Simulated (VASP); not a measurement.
Set up this calculation in VASP 6.6.1, as the native input.

| Item | Value |
| --- | --- |
| Task | single point |
| Functional | LDA |
| Potentials or basis | VASP PAW LDA potentials, release 64 (Ag) |
| Cutoff | 520 eV |
| k mesh | 8 × 8 × 8 |
| Occupations | gaussian, width 0.1 eV |
| Spin | no spin polarisation |
| Dipole correction | no |
| Further INCAR settings | ALGO = Normal; EDIFF = 1e-07; NBANDS = 12 |

The structure of Ag lies in POSCAR:

```
Ag
1.0
    0.0000000000      2.0675000000      2.0675000000
    2.0675000000      0.0000000000      2.0675000000
    2.0675000000      2.0675000000      0.0000000000
Ag
1
Direct
    0.0000000000      0.0000000000      0.0000000000
```

One way to write it, as run:

INCAR

```
ALGO = Normal ; EDIFF = 1E-7
ENCUT = 520 ; ISIF = 2
ISMEAR = 0 ; LASPH = True
LCHARG = False ; LREAL = False
LWAVE = False ; NBANDS = 12
NELM = 100 ; PREC = Accurate
SIGMA = 0.1
```

KPOINTS

```
k-points
0
Gamma
  8 8 8
```

Potentials or basis: VASP PAW LDA potentials, release 64 (Ag).

Command:

```console
$ cat potpaw_LDA.64/Ag/POTCAR > POTCAR
$ mpirun -np 1 vasp_std > vasp.out
```

It gave:

The pressure is -9.7 GPa.

Run time: 13 s on 1 thread of AMD EPYC 7R13 (shared host), peak memory 0.1 GiB.
